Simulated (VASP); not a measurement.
# NaF (Villiaumite) (Fm-3m) in VASP: a series of runs

The runs below take NaF (Villiaumite) through single point, with PBE, LDA, r2SCAN.

All numbers are computed with VASP 6.6.1; they aren't measurements. Logs are shortened: lines on timing, memory, paths and dates and some standing lists are left out, and cuts for length are marked.

## 1. The cell of the first run

Symmetry: Fm-3m, No. 225, cubic system. Conventional cell: a = 4.594 Å, b = 4.594 Å, c = 4.594 Å, α = 90.00°, β = 90.00°, γ = 90.00°. Na (site symmetry m-3m) has 6 F at 2.30 Å within 3.0 Å. Within 3.0 Å of F (site symmetry m-3m) lie 6 Na at 2.30 Å.

## 2. Single point, PBE

INCAR

```
PREC     = Accurate       # precision mode
ENCUT    = 520            # plane-wave cutoff, eV
EDIFF    = 1E-6           # SCF threshold, eV
ISMEAR   = -1             # smearing method
SIGMA    = 0.02           # smearing width, eV
LREAL    = False          # projectors in reciprocal space
LASPH    = True           # aspherical terms in the spheres
NELM     = 80             # most SCF steps
ALGO     = Normal         # electronic algorithm
ISIF     = 2              # what is computed and relaxed
LWAVE    = False          # write WAVECAR
LCHARG   = False          # write CHGCAR
GGA      = PE             # functional
NBANDS   = 14             # bands
```

KPOINTS

```
regular mesh
0
Gamma
  10 10 10
```

POSCAR

```
NaF
1.0
    0.0000000000      2.2972417820      2.2972417820
    2.2972417820      0.0000000000      2.2972417820
    2.2972417820      2.2972417820      0.0000000000
Na F
1 1
Direct
    0.0000000000      0.0000000000      0.0000000000
    0.5000000000      0.5000000000      0.5000000000
```

Potentials or basis: VASP PAW PBE potentials, release 64 (Na_pv, F).

Command:

```console
$ cat potpaw_PBE.64/Na_pv/POTCAR potpaw_PBE.64/F/POTCAR > POTCAR
$ mpirun -np 1 vasp_std > vasp.out
```

OUTCAR:

```text
PREC = Accurate
   ENCUT = 520
   EDIFF = 1E-6
   ISMEAR = -1
   LREAL = False
   LASPH = True
   NELM = 80
   ISIF = 2
   GGA = PE

 ion  position               nearest neighbor table
   1  0.000  0.000  0.000-   2 2.30   2 2.30   2 2.30   2 2.30   2 2.30   2 2.30
   2  0.500  0.500  0.500-   1 2.30   1 2.30   1 2.30   1 2.30   1 2.30   1 2.30

  LATTYP: Found a face centered cubic cell.
 ALAT       =     4.5944835640

  Lattice vectors:

 A1 = (   0.0000000000,   2.2972417820,   2.2972417820)
 A2 = (   2.2972417820,   0.0000000000,   2.2972417820)
 A3 = (   2.2972417820,   2.2972417820,   0.0000000000)

Analysis of symmetry for initial positions (statically):
=====================================================================
 Subroutine PRICEL returns:
 Original cell was already a primitive cell.

 Routine SETGRP: Setting up the symmetry group for a
 face centered cubic supercell.

 Subroutine GETGRP returns: Found 48 space group operations
 (whereof 48 operations were pure point group operations)
 out of a pool of 48 trial point group operations.

The static configuration has the point symmetry O_h .

Analysis of symmetry for dynamics (positions and initial velocities):
=====================================================================
 Subroutine PRICEL returns:
 Original cell was already a primitive cell.

 Routine SETGRP: Setting up the symmetry group for a
 face centered cubic supercell.

 Subroutine GETGRP returns: Found 48 space group operations
 (whereof 48 operations were pure point group operations)
 out of a pool of 48 trial point group operations.

The dynamic configuration has the point symmetry O_h .

 Subroutine INISYM returns: Found 48 space group operations
 (whereof 48 operations are pure point group operations),
 and found     1 'primitive' translations

----------------------------------------------------------------------------------------

                                     Primitive cell

  volume of cell :      24.2466

  direct lattice vectors                    reciprocal lattice vectors
     0.000000000  2.297241782  2.297241782    -0.217652318  0.217652318  0.217652318
     2.297241782  0.000000000  2.297241782     0.217652318 -0.217652318  0.217652318
     2.297241782  2.297241782  0.000000000     0.217652318  0.217652318 -0.217652318

  length of vectors
     3.248790484  3.248790484  3.248790484     0.376984874  0.376984874  0.376984874

[... 88 lines left out ...]
   POTIM  = 0.5000    time-step for ionic-motion
   TEBEG  =    0.0;   TEEND  =   0.0 temperature during run
   PSTRESS=    0.0 pullay stress
   NELECT =      14.0000    total number of electrons
   NUPDOWN=      -1.0000    fix difference up-down
   EMIN   =  10.00;   EMAX   =-10.00  energy-range for DOS
   EFERMI =   0.00;   METHOD = LEGACY
   ISMEAR =    -1;   SIGMA  =   0.02  broadening in eV -4-tet -1-fermi 0-gaus
   EFERMI_NEDOS =   21; number of points for ismear=-14 and -15
   IALGO  =     38    algorithm
   IMIX   =      4    mixing-type and parameters
     AMIX     =   0.40;   BMIX     =  1.00
     AMIX_MAG =   1.60;   BMIX_MAG =  1.00
  volume/ion in A,a.u.               =      12.12        81.81
  Fermi-wavevector in a.u.,A,eV,Ry     =   1.363225  2.576121 25.284819  1.858382
  Thomas-Fermi vector in A             =   2.489646
   LORBIT       =      0    0 simple, 1 ext, 2 COOP (PROOUT), +10 PAW based schemes
   GGA     = PE    functional components
   LHFCALC =     F    Hartree Fock is set to
   AEXX    =    0.0000 exact exchange contribution
   IVDW    =     0    specifies the selected vdW correction
   LEPSILON=     F    determine dielectric tensor
   LRPA    =     F    only Hartree local field effects (RPA)
 non-spin polarized calculation
  energy-cutoff  :      520.00
  volume of cell :       24.25
 maximum number of plane-waves:       666
   NGX = 13   NGY = 13   NGZ = 13

 number of electron      13.9999992 magnetization

 Free energy of the ion-electron system (eV)
  ---------------------------------------------------
  ext. energy  EPLUGINS =         0.00000000
  ---------------------------------------------------
  free energy    TOTEN  =        -8.54958104 eV

  energy without entropy =       -8.54958104  energy(sigma->0) =       -8.54958104

 E-fermi :  -1.4807     XC(G=0):  -9.2786

 val. band max:       -1.9700607516   @ k =   0.0000   0.0000   0.0000
 cond. band min:       4.4700555645   @ k =   0.0000   0.0000   0.0000
 fundamental gap:      6.4401163161
 Fermi energy:        -1.4806500615

 k-point     1 :       0.0000    0.0000    0.0000
  band No.  band energies     occupation
      1     -21.1878      2.00000
      2     -20.8410      2.00000
      3     -20.8410      2.00000
      4     -20.8410      2.00000
      5      -1.9701      2.00000
      6      -1.9701      2.00000
      7      -1.9701      2.00000
      8       4.4701      0.00000
      9      17.1905      0.00000
     10      17.1905      0.00000
     11      17.1905      0.00000
     12      20.1056      0.00000
     13      22.3125      0.00000
     14      22.3125      0.00000
[... 377 lines left out ...]
      1     -21.4142      2.00000
      2     -20.8931      2.00000
      3     -20.8843      2.00000
      4     -20.4842      2.00000
      5      -3.1826      2.00000
      6      -2.3651      2.00000
      7      -2.3073      2.00000
      8       8.8012      0.00000
      9      11.9907      0.00000
     10      15.0368      0.00000
     11      17.9410      0.00000
     12      17.9881      0.00000
     13      23.8344      0.00000
     14      24.9939      0.00000

 [... further k-points ...]

------------------------ aborting loop because EDIFF is reached ----------------------------------------

  FORCE on cell =-STRESS in cart. coord.  units (eV):
  Direction    XX          YY          ZZ          XY          YZ          ZX
  --------------------------------------------------------------------------------------
  -------------------------------------------------------------------------------------
  Total        0.5289451      0.5289451      0.5289451      0.0000000      0.0000000      0.0000000
  in kB       34.9519244     34.9519244     34.9519244      0.0000000      0.0000000      0.0000000
  external PRESSURE =      34.9519244 kB  Pullay stress =       0.0000000 kB

 VOLUME and BASIS-vectors are now :
 -----------------------------------------------------------------------------
  energy-cutoff  :      520.00
  volume of cell :       24.25
      direct lattice vectors                 reciprocal lattice vectors
     0.000000000  2.297241782  2.297241782    -0.217652318  0.217652318  0.217652318
     2.297241782  0.000000000  2.297241782     0.217652318 -0.217652318  0.217652318
     2.297241782  2.297241782  0.000000000     0.217652318  0.217652318 -0.217652318

 POSITION                                       TOTAL-FORCE (eV/Angst)
 -----------------------------------------------------------------------------------
      0.00000      0.00000      0.00000        -0.000000     -0.000000     -0.000000
      2.29724      2.29724      2.29724         0.000000      0.000000      0.000000
 -----------------------------------------------------------------------------------
    total drift:                                0.000000     -0.000000      0.000000

  FREE ENERGIE OF THE ION-ELECTRON SYSTEM (eV)
  ---------------------------------------------------
  free  energy   TOTEN  =        -8.5495810377 eV

  energy  without entropy=       -8.5495810377  energy(sigma->0) =       -8.54958104
```

OSZICAR:

```text
N       E                     dE             d eps       ncg     rms          rms(c)
DAV:   1     0.111242928754E+03    0.11124E+03   -0.78422E+03  1340   0.123E+03
DAV:   2    -0.397062319534E+01   -0.11521E+03   -0.10679E+03  1448   0.347E+02
DAV:   3    -0.939703023904E+01   -0.54264E+01   -0.54173E+01  1652   0.693E+01
DAV:   4    -0.944136397524E+01   -0.44334E-01   -0.44332E-01  1448   0.666E+00
DAV:   5    -0.944181766525E+01   -0.45369E-03   -0.45369E-03  1658   0.665E-01    0.543E+00
DAV:   6    -0.855698413825E+01    0.88483E+00   -0.30397E+00  1572   0.150E+01    0.180E+00
DAV:   7    -0.854763367957E+01    0.93505E-02   -0.29137E-02  1394   0.204E+00    0.105E+00
DAV:   8    -0.854905018467E+01   -0.14165E-02   -0.27575E-02  1406   0.323E+00    0.145E-01
DAV:   9    -0.854964751175E+01   -0.59733E-03   -0.38272E-03  1628   0.580E-01    0.111E-01
DAV:  10    -0.854958284205E+01    0.64670E-04   -0.66185E-04  1418   0.312E-01    0.157E-02
DAV:  11    -0.854958073269E+01    0.21094E-05   -0.22689E-05  1562   0.618E-02    0.222E-03
DAV:  12    -0.854958103767E+01   -0.30497E-06   -0.11939E-06  1436   0.116E-02
   1 F= -.85495810E+01 E0= -.85495810E+01  d E =-.249960E-12
```

It took 9.1 s on 1 thread of Intel Xeon Platinum 8259CL at 2.50GHz (Skylake/Cascade Lake), shared host; peak memory 0.14 GiB.

What came out:

| Quantity | Value |
| --- | --- |
| Free energy | -8.5496 eV |
| Pressure | 3.5 GPa |
| Band gap on the k mesh | 6.44 eV, direct |

Levels at points of the mesh, in eV from the valence-band top:
```csv
k point,band 4,band 5,band 6,band 7,band 8,band 9,band 10,band 11
"(0.00, 0.00, 0.00)",-18.87,0.00,0.00,0.00,6.44,19.16,19.16,19.16
"(0.50, 0.00, 0.00)",-18.11,-1.64,-0.27,-0.27,10.94,12.69,20.39,20.39
"(0.50, 0.50, 0.00)",-18.93,-1.31,-0.42,-0.42,13.37,13.39,13.86,20.11
```

## 3. Single point, LDA

INCAR

```
SYSTEM = NaF
PREC     = Accurate       ! precision mode
ENCUT    = 520            ! plane-wave cutoff, eV
EDIFF    = 1E-6           ! SCF threshold, eV
ISMEAR   = 0              ! smearing method
SIGMA    = 0.01           ! smearing width, eV
LREAL    = .False.        ! projectors in reciprocal space
LASPH    = .True.         ! aspherical terms in the spheres
NELM     = 100            ! most SCF steps
ALGO     = Normal         ! electronic algorithm
ISIF     = 2              ! what is computed and relaxed
LWAVE    = .False.        ! write WAVECAR
LCHARG   = .False.        ! write CHGCAR
GGA      = CA             ! functional
NBANDS   = 14             ! bands
```

KPOINTS

```
regular mesh
0
Gamma
  10 10 10
  0 0 0
```

POSCAR is that of step 2.

Potentials or basis: VASP PAW LDA potentials, release 64 (Na_pv, F).

Command:

```console
$ cat potpaw_LDA.64/Na_pv/POTCAR potpaw_LDA.64/F/POTCAR > POTCAR
$ mpirun -np 1 vasp_std > vasp.out
```

Run time: 8.5 s. Hardware: 1 thread of Intel Xeon Platinum 8259CL at 2.50GHz (Skylake/Cascade Lake), shared host; peak memory 0.13 GiB.

The run converged. Its results:

| Property | Result |
| --- | --- |
| Free energy | -9.3194 eV |
| Pressure | -3.3 GPa |
| Band gap on the k mesh | 6.09 eV, direct |

Levels at points of the mesh, in eV from the valence-band top:
| k point | band 4 | band 5 | band 6 | band 7 | band 8 | band 9 | band 10 | band 11 |
| --- | --- | --- | --- | --- | --- | --- | --- | --- |
| (0.00, 0.00, 0.00) | -18.69 | 0.00 | 0.00 | 0.00 | 6.09 | 18.71 | 18.71 | 18.71 |
| (0.50, 0.00, 0.00) | -17.76 | -1.72 | -0.28 | -0.28 | 10.54 | 12.31 | 19.94 | 19.94 |
| (0.50, 0.50, 0.00) | -18.51 | -1.37 | -0.43 | -0.43 | 12.92 | 12.96 | 13.49 | 19.65 |

A k mesh can miss the band edges. Expect the measured gap to be larger: semilocal functionals such as LDA lack the derivative discontinuity.

## 4. Single point, r2SCAN

POSCAR is that of step 3.

INCAR.step1

```
SYSTEM = NaF
  ALGO = Normal
  EDIFF = 1E-4
  ENCUT = 520
  GGA = PE
  ISMEAR = -1
  LASPH = .TRUE.
  LCHARG = .FALSE.
  LREAL = .FALSE.
  LWAVE = .TRUE.
  NBANDS = 14
  NELM = 60
  PREC = Accurate
  SIGMA = 0.02
```

INCAR.step2

```
SYSTEM = NaF
  ALGO = Normal
  EDIFF = 1E-6
  ENCUT = 520
  ISIF = 2
  ISMEAR = -1
  ISTART = 1
  LASPH = .TRUE.
  LCHARG = .FALSE.
  LMIXTAU = .TRUE.
  LREAL = .FALSE.
  LWAVE = .FALSE.
  METAGGA = R2SCAN
  NBANDS = 14
  NELM = 60
  PREC = Accurate
  SIGMA = 0.02
```

KPOINTS

```
k-points
0
G
  8 8 8
  0 0 0
```

Potentials or basis: VASP PAW PBE potentials, release 64 (Na_pv, F).

Command:

```console
$ cat potpaw_PBE.64/Na_pv/POTCAR potpaw_PBE.64/F/POTCAR > POTCAR
$ cp INCAR.step1 INCAR
$ mpirun -np 1 vasp_std > vasp.out
$ cp INCAR.step2 INCAR
$ mpirun -np 1 vasp_std > vasp.out
```

It took 24 s on 1 thread of Intel Xeon Platinum 8259CL at 2.50GHz (Skylake/Cascade Lake), shared host; peak memory 0.14 GiB.

It converged, with:

```yaml
Free_energy: -12.6030 eV
Pressure: -0.8 GPa
Band_gap_on_the_k_mesh: 7.32 eV, direct
```

Levels at points of the mesh, in eV from the valence-band top:
| k point | band 4 | band 5 | band 6 | band 7 | band 8 | band 9 | band 10 | band 11 |
| --- | --- | --- | --- | --- | --- | --- | --- | --- |
| (0.00, 0.00, 0.00) | -19.42 | 0.00 | 0.00 | 0.00 | 7.32 | 19.97 | 19.97 | 19.97 |
| (0.50, 0.00, 0.00) | -18.90 | -1.61 | -0.28 | -0.28 | 11.80 | 13.64 | 21.70 | 21.70 |
| (0.50, 0.50, 0.00) | -19.48 | -1.30 | -0.42 | -0.41 | 14.01 | 14.29 | 15.11 | 21.46 |

Caveat: the PAW data sets were made with another functional, which shifts forces and pressure a little. r2SCAN opens gaps a little over a GGA but as a rule still falls short of measured ones.

## 5. Single point, r2SCAN

POSCAR is that of step 4.

INCAR.step1

```
SYSTEM = NaF
ALGO = Normal
EDIFF = 1E-4
ENCUT = 520
GGA = PE
ISMEAR = 0
LASPH = .True.
LCHARG = .False.
LREAL = .False.
LWAVE = .True.
NBANDS = 14
NELM = 80
PREC = Accurate
SIGMA = 0.01
```

INCAR.step2

```
SYSTEM = NaF
ALGO = Normal
EDIFF = 1E-7
ENCUT = 520
ISIF = 2
ISMEAR = 0
ISTART = 1
LASPH = .True.
LCHARG = .True.
LELF = .True.
LMIXTAU = .True.
LREAL = .False.
LVHAR = .True.
LWAVE = .False.
METAGGA = R2SCAN
NBANDS = 14
NELM = 80
PREC = Accurate
SIGMA = 0.01
```

KPOINTS

```
k-points
0
Gamma
  10 10 10
  0 0 0
```

Command:

```console
$ cat potpaw_PBE.64/Na_pv/POTCAR potpaw_PBE.64/F/POTCAR > POTCAR
$ cp INCAR.step1 INCAR
$ mpirun -np 1 vasp_std > vasp.out
$ cp INCAR.step2 INCAR
$ mpirun -np 1 vasp_std > vasp.out
```

Run time: 36 s. Hardware: 1 thread of Intel Xeon Platinum 8259CL at 2.50GHz (Skylake/Cascade Lake), shared host; peak memory 0.14 GiB.

It converged, with:

```
Free energy            : -12.6029 eV
Pressure               : -0.9 GPa
Band gap on the k mesh : 7.32 eV, direct
```

Levels at points of the mesh, in eV from the valence-band top:
| k point | band 5 | band 6 | band 7 | band 8 | band 9 | band 10 |
| --- | --- | --- | --- | --- | --- | --- |
| (0.00, 0.00, 0.00) | 0.00 | 0.00 | 0.00 | 7.32 | 19.97 | 19.97 |
| (0.50, 0.00, 0.00) | -1.61 | -0.28 | -0.28 | 11.80 | 13.64 | 21.70 |
| (0.50, 0.50, 0.00) | -1.30 | -0.41 | -0.41 | 14.01 | 14.29 | 15.11 |

Caveat: the PAW data sets were made with another functional, which shifts forces and pressure a little. A k mesh can miss the band edges.

## 6. Summary

```tsv
level	potentials or basis	k mesh	smearing	gap on the mesh (eV)	pressure (GPa)
PBE	VASP PAW PBE potentials, release 64 (Na_pv, F)	10 × 10 × 10	fermi-dirac 0.02 eV	6.44	3.5
LDA	VASP PAW LDA potentials, release 64 (Na_pv, F)	10 × 10 × 10	gaussian 0.01 eV	6.09	-3.3
r2SCAN	VASP PAW PBE potentials, release 64 (Na_pv, F)	8 × 8 × 8	fermi-dirac 0.02 eV	7.32	-0.8
r2SCAN	VASP PAW PBE potentials, release 64 (Na_pv, F)	10 × 10 × 10	gaussian 0.01 eV	7.32	-0.9
```

Alike in all rows: task single point; no spin polarisation; cell a = 3.249 Å, angles 60.0°, 2 atoms; cutoff (eV) 520.

Caveats: the PAW data sets were made with another functional, which shifts forces and pressure a little (some runs).

Total energies depend on the potentials used, so only differences within one code and one set of settings carry meaning.
